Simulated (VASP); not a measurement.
# Ti3Si (P6_3/mmc) in VASP: further runs

Runs on Ti3Si. Level: PBEsol. Tasks: single point.

Everything below comes from runs of VASP 6.6.1. Logs are shortened: lines on timing, memory, paths and dates and some standing lists are left out, and cuts for length are marked.

## (1) The cell of the first run

Symmetry: P6_3/mmc, No. 194, hexagonal system. The conventional cell has a = 5.335 Å, b = 5.335 Å, c = 4.313 Å, α = 90.00°, β = 90.00°, γ = 120.00°. Ti (site symmetry mm2) has 8 Ti at 2.59 to 2.74 Å and 4 Si at 2.62 to 2.67 Å within 3.4 Å. Si (site symmetry -6m2) has 12 Ti at 2.62 to 2.67 Å within 3.5 Å.

## (2) Single point, PBEsol (13.29 Å³/atom)

File INCAR:

```
ALGO = Fast ; EDIFF = 1E-6
ENCUT = 520 ; GGA = PS
ISIF = 2 ; ISMEAR = 0
LASPH = True ; LCHARG = False
LREAL = False ; LWAVE = False
NBANDS = 50 ; NELM = 80
PREC = Accurate ; SIGMA = 0.1
```

File KPOINTS:

```
k-points
0
Gamma
  6 6 8
```

File POSCAR:

```
Ti3Si
1.0
    5.3347515704      0.0000000000      0.0000000000
   -2.6673757852      4.6200303828      0.0000000000
    0.0000000000      0.0000000000      4.3125553867
Ti Si
6 2
Direct
    0.3428681254      0.1714340627      0.7500000000
    0.8285659373      0.1714340627      0.7500000000
    0.8285659373      0.6571318746      0.7500000000
    0.6571318746      0.8285659373      0.2500000000
    0.1714340627      0.8285659373      0.2500000000
    0.1714340627      0.3428681254      0.2500000000
    0.3333333333      0.6666666667      0.7500000000
    0.6666666667      0.3333333333      0.2500000000
```

Potentials or basis: VASP PAW PBE potentials, release 64 (Ti_sv, Si).

The run is started by

```
cat potpaw_PBE.64/Ti_sv/POTCAR potpaw_PBE.64/Si/POTCAR > POTCAR
mpirun -np 1 vasp_std > vasp.out
```

OUTCAR:

```text
EDIFF = 1E-6
   ENCUT = 520
   GGA = PS
   ISIF = 2
   ISMEAR = 0
   LASPH = True
   LREAL = False
   NELM = 80
   PREC = Accurate

 ion  position               nearest neighbor table
   1  0.343  0.171  0.750-   3 2.59   2 2.59   8 2.62   8 2.62   7 2.67   7 2.67   5 2.68   5 2.68
                             6 2.68   6 2.68   3 2.74   2 2.74
   2  0.829  0.171  0.750-   3 2.59   1 2.59   8 2.62   8 2.62   7 2.67   7 2.67   4 2.68   4 2.68
                             6 2.68   6 2.68   3 2.74   1 2.74
   3  0.829  0.657  0.750-   1 2.59   2 2.59   8 2.62   8 2.62   7 2.67   7 2.67   5 2.68   4 2.68
                             5 2.68   4 2.68   2 2.74   1 2.74
   4  0.657  0.829  0.250-   6 2.59   5 2.59   7 2.62   7 2.62   8 2.67   8 2.67   2 2.68   2 2.68
                             3 2.68   3 2.68   6 2.74   5 2.74
   5  0.171  0.829  0.250-   6 2.59   4 2.59   7 2.62   7 2.62   8 2.67   8 2.67   1 2.68   1 2.68
                             3 2.68   3 2.68   6 2.74   4 2.74
   6  0.171  0.343  0.250-   4 2.59   5 2.59   7 2.62   7 2.62   8 2.67   8 2.67   1 2.68   2 2.68
                             1 2.68   2 2.68   5 2.74   4 2.74
   7  0.333  0.667  0.750-   5 2.62   5 2.62   6 2.62   6 2.62   4 2.62   4 2.62   1 2.67   3 2.67
                             2 2.67   2 2.67   1 2.67   3 2.67
   8  0.667  0.333  0.250-   2 2.62   2 2.62   3 2.62   3 2.62   1 2.62   1 2.62   4 2.67   6 2.67
                             5 2.67   5 2.67   4 2.67   6 2.67

  LATTYP: Found a hexagonal cell.
 ALAT       =     5.3347515704
 C/A-ratio  =     0.8083891686

  Lattice vectors:

 A1 = (   5.3347515704,   0.0000000000,   0.0000000000)
 A2 = (  -2.6673757852,   4.6200303828,   0.0000000000)
 A3 = (   0.0000000000,   0.0000000000,   4.3125553867)

Analysis of symmetry for initial positions (statically):
=====================================================================
 Subroutine PRICEL returns:
 Original cell was already a primitive cell.

 Routine SETGRP: Setting up the symmetry group for a
 hexagonal supercell.

 Subroutine GETGRP returns: Found 24 space group operations
 (whereof 12 operations were pure point group operations)
 out of a pool of 24 trial point group operations.

The static configuration has the point symmetry D_3d.
 The point group associated with its full space group is D_6h.

Analysis of symmetry for dynamics (positions and initial velocities):
=====================================================================
 Subroutine PRICEL returns:
 Original cell was already a primitive cell.

 Routine SETGRP: Setting up the symmetry group for a
 hexagonal supercell.

 Subroutine GETGRP returns: Found 24 space group operations
 (whereof 12 operations were pure point group operations)
 out of a pool of 24 trial point group operations.

The dynamic configuration has the point symmetry D_3d.
 The point group associated with its full space group is D_6h.

 Subroutine INISYM returns: Found 24 space group operations
 (whereof 12 operations are pure point group operations),
 and found     1 'primitive' translations

----------------------------------------------------------------------------------------

                                     Primitive cell

  volume of cell :     106.2903

  direct lattice vectors                    reciprocal lattice vectors
     5.334751570  0.000000000  0.000000000     0.187450153  0.108224397  0.000000000
    -2.667375785  4.620030383  0.000000000     0.000000000  0.216448793  0.000000000
     0.000000000  0.000000000  4.312555387     0.000000000  0.000000000  0.231881080

  length of vectors
     5.334751570  5.334751570  4.312555387     0.216448793  0.216448793  0.231881080

  position of ions in fractional coordinates (direct lattice)
     0.342868125  0.171434063  0.750000000
     0.828565937  0.171434063  0.750000000
     0.828565937  0.657131875  0.750000000
     0.657131875  0.828565937  0.250000000
     0.171434063  0.828565937  0.250000000
     0.171434063  0.342868125  0.250000000
     0.333333333  0.666666667  0.750000000
     0.666666667  0.333333333  0.250000000

  ion indices of the primitive-cell ions
   primitive index   ion index
                 1           1
                 2           2
                 3           3
                 4           4
                 5           5
                 6           6
                 7           7
                 8           8

----------------------------------------------------------------------------------------

 KPOINTS: k-points

Automatic generation of k-mesh.
 Grid dimensions read from file:
 generate k-points for:    6    6    8

 Generating k-lattice:

  Cartesian coordinates                     Fractional coordinates (reciprocal lattice)
     0.031241692  0.018037399  0.000000000     0.166666667 -0.000000000  0.000000000
     0.000000000  0.036074799  0.000000000     0.000000000  0.166666667  0.000000000
     0.000000000  0.000000000  0.028985135     0.000000000  0.000000000  0.125000000

  Length of vectors
     0.036074799  0.036074799  0.028985135

  Shift w.r.t. Gamma in fractional coordinates (k-lattice)
     0.000000000  0.000000000  0.000000000

 Subroutine IBZKPT returns following result:
 ===========================================

 Found     35 irreducible k-points:

 Following reciprocal coordinates:
            Coordinates               Weight
  0.000000  0.000000  0.000000      1.000000
  0.166667 -0.000000  0.000000      6.000000
  0.333333 -0.000000  0.000000      6.000000
  0.500000 -0.000000  0.000000      3.000000
  0.166667  0.166667  0.000000      6.000000
  0.333333  0.166667  0.000000     12.000000
[... 16 lines left out ...]
  0.166667 -0.000000  0.375000     12.000000
  0.333333 -0.000000  0.375000     12.000000
 [... further k-points ...]
   k-points           NKPTS =     35   k-points in BZ     NKDIM =     35   number of bands    NBANDS=     50
   number of dos      NEDOS =    301   number of ions     NIONS =      8
   total plane-waves  NPLWV =  51200
   dimension x,y,z NGX =    40 NGY =   40 NGZ =   32
   dimension x,y,z NGXF=    80 NGYF=   80 NGZF=   64
   ions per type =               6   2
   NGX,Y,Z   is equivalent  to a cutoff of  12.47, 12.47, 12.34 a.u.
   NGXF,Y,Z  is equivalent  to a cutoff of  24.93, 24.93, 24.67 a.u.
 SYSTEM =  unknown system
   PREC   = accura    normal or accurate (medium, high low for compatibility)
   ISTART =      0    job   : 0-new  1-cont  2-samecut
   ICHARG =      2    charge: 1-file 2-atom 10-const
   ISPIN  =      1    spin polarized calculation?
   LNONCOLLINEAR =      F non collinear calculations
   LSORBIT =      F    spin-orbit coupling
   LASPH  =      T    aspherical Exc in radial PAW
   ENCUT  =  520.0 eV  38.22 Ry    6.18 a.u.   9.92  9.92  8.02*2*pi/ulx,y,z
   NELM   =     80;   NELMIN=  2; NELMDL= -5     # of ELM steps
   EDIFF  = 0.1E-05   stopping-criterion for ELM
   LREAL  =      F    real-space projection
   EDIFFG = 0.1E-04   stopping-criterion for IOM
   NSW    =      0    number of steps for IOM
   IBRION =     -1    ionic relax: 0-MD 1-quasi-New 2-CG
   NFREE  =      0    steps in history (QN), initial steepest desc. (CG)
   ISIF   =      2    stress and relaxation
   ISYM   =      2    0-nonsym 1-usesym 2-fastsym
   POTIM  = 0.5000    time-step for ionic-motion
   TEBEG  =    0.0;   TEEND  =   0.0 temperature during run
   PSTRESS=    0.0 pullay stress
   NELECT =      80.0000    total number of electrons
   NUPDOWN=      -1.0000    fix difference up-down
   EMIN   =  10.00;   EMAX   =-10.00  energy-range for DOS
   EFERMI =   0.00;   METHOD = LEGACY
   ISMEAR =     0;   SIGMA  =   0.10  broadening in eV -4-tet -1-fermi 0-gaus
   EFERMI_NEDOS =   21; number of points for ismear=-14 and -15
   IALGO  =     68    algorithm
   IMIX   =      4    mixing-type and parameters
     AMIX     =   0.40;   BMIX     =  1.00
     AMIX_MAG =   1.60;   BMIX_MAG =  1.00
  volume/ion in A,a.u.               =      13.29        89.66
  Fermi-wavevector in a.u.,A,eV,Ry     =   1.489156  2.814097 30.172092  2.217586
  Thomas-Fermi vector in A             =   2.602100
   LORBIT       =      0    0 simple, 1 ext, 2 COOP (PROOUT), +10 PAW based schemes
   GGA     = PS    functional components
   LHFCALC =     F    Hartree Fock is set to
   AEXX    =    0.0000 exact exchange contribution
   IVDW    =     0    specifies the selected vdW correction
   LEPSILON=     F    determine dielectric tensor
   LRPA    =     F    only Hartree local field effects (RPA)
 non-spin polarized calculation
 RMM-DIIS sequential band-by-band and
 Gauss-broadening in eV      SIGMA  =   0.10
  energy-cutoff  :      520.00
  volume of cell :      106.29
 maximum number of plane-waves:      2886
 NGX is ok and might be reduce to    40
   NGX = 19   NGY = 19   NGZ = 17

 number of electron      80.0000015 magnetization

 Free energy of the ion-electron system (eV)
  ---------------------------------------------------
  ext. energy  EPLUGINS =         0.00000000
  ---------------------------------------------------
  free energy    TOTEN  =       -64.74998103 eV

  energy without entropy =      -64.71467774  energy(sigma->0) =      -64.73232939

 E-fermi :  11.1944     XC(G=0): -12.6325

 val. band max:       11.1849788835   @ k =   0.3333   0.1667   0.1250
 cond. band min:      11.2168695670   @ k =   0.1667  -0.0000   0.3750
 fundamental gap:      0.0318906835
 Fermi energy:        11.1943829136

 k-point     1 :       0.0000    0.0000    0.0000
  band No.  band energies     occupation
      1     -45.0396      2.00000
      2     -44.8169      2.00000
      3     -44.8030      2.00000
      4     -44.8030      2.00000
      5     -44.6981      2.00000
      6     -44.6981      2.00000
[... 42 lines left out ...]
     49      13.6618      0.00000
     50      13.6806      0.00000
[... 1217 lines left out ...]
     49      13.3582      0.00000
     50      13.4453      0.00000

 [... further k-points ...]

------------------------ aborting loop because EDIFF is reached ----------------------------------------

  FORCE on cell =-STRESS in cart. coord.  units (eV):
  Direction    XX          YY          ZZ          XY          YZ          ZX
  --------------------------------------------------------------------------------------
  -------------------------------------------------------------------------------------
  Total       15.1103122     15.1103122     15.1434895      0.0000000      0.0000000     -0.0000000
  in kB      227.7667376    227.7667376    228.2668399      0.0000000      0.0000000     -0.0000000
  external PRESSURE =     227.9334384 kB  Pullay stress =       0.0000000 kB

 VOLUME and BASIS-vectors are now :
 -----------------------------------------------------------------------------
  energy-cutoff  :      520.00
  volume of cell :      106.29
      direct lattice vectors                 reciprocal lattice vectors
     5.334751570  0.000000000  0.000000000     0.187450153  0.108224397  0.000000000
    -2.667375785  4.620030383  0.000000000     0.000000000  0.216448793  0.000000000
     0.000000000  0.000000000  4.312555387     0.000000000  0.000000000  0.231881080

 POSITION                                       TOTAL-FORCE (eV/Angst)
 -----------------------------------------------------------------------------------
      1.37184      0.79203      3.23442        -0.016548     -0.009554      0.000000
      3.96291      0.79203      3.23442         0.016548     -0.009554      0.000000
      2.66738      3.03597      3.23442         0.000000      0.019109     -0.000000
      1.29554      3.82800      1.07814         0.016548      0.009554     -0.000000
     -1.29554      3.82800      1.07814        -0.016548      0.009554      0.000000
      0.00000      1.58406      1.07814        -0.000000     -0.019109      0.000000
     -0.00000      3.08002      3.23442        -0.000000      0.000000      0.000000
      2.66738      1.54001      1.07814         0.000000     -0.000000      0.000000
 -----------------------------------------------------------------------------------
    total drift:                               -0.000000      0.000000     -0.000000

  FREE ENERGIE OF THE ION-ELECTRON SYSTEM (eV)
  ---------------------------------------------------
  free  energy   TOTEN  =       -64.7499810298 eV

  energy  without entropy=      -64.7146777434  energy(sigma->0) =      -64.73232939
```

Run time: 3.8 min. Hardware: 1 thread of Intel Xeon 6975P-C (Granite Rapids), shared host; peak memory 0.29 GiB.

Results:

```
Free energy            : -64.7500 eV
Pressure               : 22.8 GPa
Largest force          : 0.019 eV/Å
Band gap on the k mesh : zero (bands 40 and 41 overlap by 0.52 eV)
```

Forces in eV/Å, atoms in the order of the input:
```
Ti  -0.017 -0.010  0.000
Ti   0.017 -0.010  0.000
Ti   0.000  0.019  0.000
Ti   0.017  0.010  0.000
Ti  -0.017  0.010  0.000
Ti   0.000 -0.019  0.000
Si   0.000  0.000  0.000
Si   0.000  0.000  0.000
```

Caveat: the cell stands under pressure; the PAW data sets were made with another functional, which shifts forces and pressure a little.

## (3) Single point, PBEsol (13.74 Å³/atom)

This run uses another cell than the first one, of 13.74 Å³/atom.

File INCAR:

```
SYSTEM = Ti3Si
ALGO = Fast ; EDIFF = 1E-7
ENCUT = 520 ; GGA = PS
ISIF = 2 ; ISMEAR = 0
LASPH = .True. ; LCHARG = .False.
LREAL = .False. ; LWAVE = .False.
NBANDS = 50 ; NELM = 60
PREC = Accurate ; SIGMA = 0.1
```

File KPOINTS:

```
k-points
0
Gamma
  6 6 8
  0 0 0
```

File POSCAR:

```
Ti3Si
1.0
    5.4000397942      0.0000000000      0.0000000000
   -2.7000198971      4.6765716432      0.0000000000
    0.0000000000      0.0000000000      4.3523908172
Ti Si
6 2
Direct
    0.3428947245      0.1714473622      0.7500000000
    0.8285526378      0.1714473622      0.7500000000
    0.8285526378      0.6571052755      0.7500000000
    0.6571052755      0.8285526378      0.2500000000
    0.1714473622      0.8285526378      0.2500000000
    0.1714473622      0.3428947245      0.2500000000
    0.3333333333      0.6666666667      0.7500000000
    0.6666666667      0.3333333333      0.2500000000
```

Potentials or basis: VASP PAW PBE potentials, release 64 (Ti_sv, Si).

The run is started by

```
cat potpaw_PBE.64/Ti_sv/POTCAR potpaw_PBE.64/Si/POTCAR > POTCAR
mpirun -np 1 vasp_std > vasp.out
```

Wall time 5.1 min (1 thread of Intel Xeon 6975P-C (Granite Rapids), shared host); peak memory 0.3 GiB.

The run converged. Its results:

```yaml
Free_energy: -65.1865 eV
Pressure: 15.8 GPa
Largest_force: 0.016 eV/Å
Band_gap_on_the_k_mesh: zero (bands 40 and 41 overlap by 0.50 eV)
```

Forces on the atoms (eV/Å):
```
Ti  -0.014 -0.008  0.000
Ti   0.014 -0.008  0.000
Ti   0.000  0.016  0.000
Ti   0.014  0.008  0.000
Ti  -0.014  0.008  0.000
Ti   0.000 -0.016  0.000
Si   0.000  0.000  0.000
Si   0.000  0.000  0.000
```

Stress tensor (GPa, compression positive):
```
15.79  0.00  0.00
 0.00 15.79  0.00
 0.00  0.00 15.95
```

Levels at points of the mesh, in eV from the Fermi level:
```tsv
k point	band 37	band 38	band 39	band 40	band 41	band 42	band 43	band 44
(0.00, 0.00, 0.00)	-1.62	-1.62	-0.59	-0.02	0.54	0.54	0.58	0.65
(0.50, 0.00, 0.00)	-1.10	-0.72	-0.69	0.00	0.38	0.56	0.63	0.99
(0.00, 0.00, 0.50)	-1.12	-1.12	-0.69	-0.69	-0.04	-0.04	-0.04	-0.04
(0.50, 0.00, 0.50)	-0.61	-0.61	-0.31	-0.31	0.05	0.05	0.57	0.57
```

Caveat: the cell stands under pressure; the PAW data sets were made with another functional, which shifts forces and pressure a little.

## (4) Single point, PBEsol (14.19 Å³/atom)

This run uses another cell than the first one, of 14.19 Å³/atom.

File INCAR:

```
PREC     = Accurate       # precision mode
ENCUT    = 520            # plane-wave cutoff, eV
EDIFF    = 1E-6           # SCF threshold, eV
ISMEAR   = 0              # smearing method
SIGMA    = 0.1            # smearing width, eV
LREAL    = False          # projectors in reciprocal space
LASPH    = True           # aspherical terms in the spheres
NELM     = 60             # most SCF steps
ALGO     = Fast           # electronic algorithm
ISIF     = 2              # what is computed and relaxed
LWAVE    = False          # write WAVECAR
LCHARG   = False          # write CHGCAR
GGA      = PS             # functional
NBANDS   = 50             # bands
```

File KPOINTS:

```
regular mesh
0
Gamma
  6 6 8
```

File POSCAR:

```
Ti3Si
1.0
    5.4629828851      0.0000000000      0.0000000000
   -2.7314914426      4.7310819590      0.0000000000
    0.0000000000      0.0000000000      4.3928723880
Ti Si
6 2
Direct
    0.3429498052      0.1714749026      0.7500000000
    0.8285250974      0.1714749026      0.7500000000
    0.8285250974      0.6570501948      0.7500000000
    0.6570501948      0.8285250974      0.2500000000
    0.1714749026      0.8285250974      0.2500000000
    0.1714749026      0.3429498052      0.2500000000
    0.3333333333      0.6666666667      0.7500000000
    0.6666666667      0.3333333333      0.2500000000
```

The run is started by

```
cat potpaw_PBE.64/Ti_sv/POTCAR potpaw_PBE.64/Si/POTCAR > POTCAR
mpirun -np 1 vasp_std > vasp.out
```

It took 5.5 min on 1 thread of Intel Xeon 6975P-C (Granite Rapids), shared host; peak memory 0.32 GiB.

It converged, with:

```yaml
Free_energy: -65.4760 eV
Pressure: 9.7 GPa
Largest_force: 0.014 eV/Å
Band_gap_on_the_k_mesh: zero (bands 40 and 41 overlap by 0.40 eV)
```

Forces on the atoms (eV/Å):
```
Ti  -0.012 -0.007  0.000
Ti   0.012 -0.007  0.000
Ti   0.000  0.014  0.000
Ti   0.012  0.007  0.000
Ti  -0.012  0.007  0.000
Ti   0.000 -0.014  0.000
Si   0.000  0.000  0.000
Si   0.000  0.000  0.000
```

Stress tensor (GPa, compression positive):
```
9.62 0.00 0.00
0.00 9.62 0.00
0.00 0.00 9.79
```

Levels at points of the mesh, in eV from the Fermi level:
```tsv
k point	band 38	band 39	band 40	band 41	band 42	band 43
(0.00, 0.00, 0.00)	-1.54	-0.62	-0.10	0.53	0.53	0.55
(0.50, 0.00, 0.00)	-0.71	-0.68	0.01	0.37	0.53	0.61
(0.00, 0.00, 0.50)	-1.11	-0.64	-0.64	-0.04	-0.04	-0.04
(0.50, 0.00, 0.50)	-0.58	-0.30	-0.30	0.04	0.04	0.56
```

Caveat: the cell stands under pressure; the PAW data sets were made with another functional, which shifts forces and pressure a little.

(Part 1 of 2 ends here.)
